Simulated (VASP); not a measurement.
**Hf3H: relaxation of the atoms with PBE**

System: Hf3H, a slab with vacuum.

```xyz
4
Lattice="3.0697 0.0000 0.0000 -1.0232 2.8942 0.0000 0.0000 0.0000 20.2814" Properties=species:S:1:pos:R:3 pbc="T T T"
Hf    1.0232    1.4471    4.0000
Hf    0.0000    0.0000    6.3956
Hf    1.0232    1.4471    8.7814
H     1.0232    1.4471   10.8414
```

```json
{"Program": "VASP 6.6.1", "Task": "relaxation of the atoms", "Functional": "PBE", "Potentials or basis": "VASP PAW PBE potentials, release 64 (Hf_pv, H)", "Cutoff": "520 eV", "k mesh": "9 × 9 × 1", "Occupations": "gaussian, width 0.1 eV", "Spin": "no spin polarisation", "Dipole correction": "yes", "Atoms held fixed (from 0)": "[0, 1, 2, 3]", "Further INCAR settings": "ALGO = Normal; EDIFF = 1e-07; IBRION = 2; EDIFFG = -0.025; NSW = 36"}
```

```yaml
Energy_gained_by_relaxing: 33.4 meV/atom
Ionic_steps: 4
Band_gap_on_the_k_mesh: zero (an odd number of electrons rules out a gap without spin polarisation)
```

The path:
```csv
step,energy change (eV),largest force on free atoms (eV/Å),pressure (GPa)
1,0.0000,1.2057,-0.92
2,-0.0630,0.9476,-0.71
3,-0.1335,0.0446,-0.07
4,-0.1336,0.0127,-0.10
```

Final structure:
```
CELL_PARAMETERS angstrom
3.06974 0.00000 0.00000
-1.02325 2.89417 0.00000
0.00000 0.00000 20.28141
ATOMIC_POSITIONS crystal
Hf 0.50000 0.50000 0.19723
Hf 0.00000 0.00000 0.31534
Hf 0.50000 0.50000 0.43298
H 0.50000 0.50000 0.52503
```

Levels at points of the mesh, in eV from the Fermi level:
```
           k point  band 13  band 14  band 15  band 16  band 17  band 18  band 19
(0.00, 0.00, 0.00)    -2.51    -0.48     0.02     0.19     1.26     1.29     1.52
```

It took 6.9 min on 1 thread of Intel(R) Xeon(R) Platinum 8259CL CPU @ 2.50GHz (Skylake/Cascade Lake), with other jobs on the host, peak memory 0.35 GiB.

Caveat: spin-orbit coupling is left out, which moves the levels of the heavy elements.
